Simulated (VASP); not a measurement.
Set up this calculation in VASP 6.6.1, as the native input.

- Task: electric field gradients
- Functional: PBE
- Potentials or basis: VASP PAW PBE potentials, release 64 (Nb_sv, Si)
- Cutoff: 520 eV
- k mesh: 14 × 14 × 14
- Occupations: fermi-dirac, width 0.05 eV
- Spin: no spin polarisation
- Dipole correction: no
- Further INCAR settings: ALGO = Normal; EDIFF = 1e-08; NBANDS = 16

The structure of NbSi (rocksalt type) lies in POSCAR:

```
NbSi
1.0
    0.0000000000      2.5906957069      2.5906957069
    2.5906957069      0.0000000000      2.5906957069
    2.5906957069      2.5906957069      0.0000000000
Nb Si
1 1
Direct
    0.0000000000      0.0000000000      0.0000000000
    0.5000000000      0.5000000000      0.5000000000
```

One way to write it, as run:

INCAR

```
  PREC = Accurate
  ENCUT = 520
  EDIFF = 1E-8
  ISMEAR = -1
  SIGMA = 0.05
  LREAL = False
  LASPH = True
  NELM = 80
  ALGO = Normal
  ISIF = 2
  LWAVE = False
  LCHARG = False
  GGA = PE
  LEFG = True
  NBANDS = 16
```

KPOINTS

```
Automatic mesh
0
Gamma
  14 14 14
```

Potentials or basis: VASP PAW PBE potentials, release 64 (Nb_sv, Si).

The run is started by

```sh
$ cat potpaw_PBE.64/Nb_sv/POTCAR potpaw_PBE.64/Si/POTCAR > POTCAR
$ mpirun -np 1 vasp_std > vasp.out
```

Results of the run:

```json
{"Pressure": "-3.0 GPa", "Band gap on the k mesh": "zero (an odd number of electrons rules out a gap without spin polarisation)", "Largest electric field gradient by atom": "zero within the noise of the run"}
```

Caveat: the cell stands under tension.

Run time: 100 s on 1 thread of Intel Xeon 8259CL, with other jobs on the host, peak memory 0.2 GiB.
